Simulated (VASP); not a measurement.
**AlRu: single point with PBEsol**

AlRu:

```
Al Ru
1.0
     2.96789    0.00000    0.00000
     0.00000    2.96789    0.00000
     0.00000    0.00000    2.96789
Al Ru
1 1
Cartesian
  0.0000 0.0000 0.0000
  1.4839 1.4839 1.4839
```

| Property | Result |
| --- | --- |
| Program | VASP 6.6.1 |
| Task | single point |
| Functional | PBEsol |
| Potentials or basis | VASP PAW PBE potentials, release 64 (Al, Ru_pv) |
| Cutoff | 520 eV |
| k mesh | 16 × 16 × 16 |
| Occupations | fermi-dirac, width 0.08 eV |
| Spin | no spin polarisation |
| Dipole correction | no |
| Further INCAR settings | ALGO = Normal; EDIFF = 1e-06; NBANDS = 16 |

```yaml
Pressure: 2.1 GPa
Band_gap_on_the_k_mesh: zero (an odd number of electrons rules out a gap without spin polarisation)
```

Levels at points of the mesh, in eV from the Fermi level:
```tsv
k point	band 7	band 8	band 9	band 10	band 11	band 12
(0.00, 0.00, 0.00)	0.18	0.18	0.18	6.17	6.17	6.17
(0.50, 0.00, 0.00)	-1.67	-1.67	0.44	2.35	7.41	11.10
(0.50, 0.50, 0.00)	-1.40	-1.23	-1.23	1.57	5.41	6.51
(0.50, 0.50, 0.50)	1.67	1.67	2.73	4.14	4.14	4.14
```

It took 22 s on 1 thread of Intel(R) Xeon(R) Platinum 8488C (Sapphire Rapids), on a shared host, peak memory 0.18 GiB.

Caveat: the PAW data sets were made with another functional, which shifts forces and pressure a little.
